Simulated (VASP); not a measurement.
Here is a VASP 6.6.1 calculation.

Contents of INCAR:

```
SYSTEM = Tl
PREC = Accurate ; ENCUT = 600
EDIFF = 1E-6 ; ISMEAR = -1
SIGMA = 0.1 ; LREAL = .False.
LASPH = .True. ; NELM = 80
ALGO = Normal ; ISIF = 3
LWAVE = .False. ; LCHARG = .False.
GGA = PE ; IBRION = 2
NSW = 32 ; EDIFFG = -0.005
PSTRESS = 2300.0
```

File KPOINTS:

```
regular mesh
0
Gamma
  17 17 17
  0 0 0
```

POSCAR

```
Tl
1.0
   -2.3466478630      2.3466478630      1.2540692137
    2.3466478630     -2.3466478630      1.2540692137
    2.3466478630      2.3466478630     -1.2540692137
Tl
2
Direct
   -0.3750000000     -0.1250000000     -0.2500000000
    0.3750000000      0.1250000000      0.2500000000
```

Potentials or basis: VASP PAW PBE potentials, release 64 (Tl_d).

Launch:

```sh
$ cat potpaw_PBE.64/Tl_d/POTCAR > POTCAR
$ mpirun -np 1 vasp_std > vasp.out
```

Task: Estimate the relaxed cell.

Result: a = 3.549 Å, b = 3.549 Å, c = 3.549 Å, α = 97.18°, β = 97.18°, γ = 138.60°.

Task: Predict the space group after relaxing (to 0.1 Å).

Result: I4_1/amd (No. 141).

Task: What does it give for the band gap on the k mesh?

Result: Zero (bands 13 and 14 overlap by 10.59 eV).

Task: Predict the relaxed volume.

Result: 13.82 Å³/atom.

Step by step:
```tsv
step	energy change (eV)	largest force (eV/Å)	pressure (GPa)	volume (Å³)
1	0.0000	0.0000	230.77	27.62
2	-0.3786	0.0000	222.21	27.89
3	-0.0342	0.0000	230.06	27.65
4	-0.0368	0.0000	230.03	27.65
```

Caveat: the cell is relaxed towards a set pressure, so the run minimises the enthalpy, not the energy; spin-orbit coupling is left out, which moves the levels of the heavy elements.
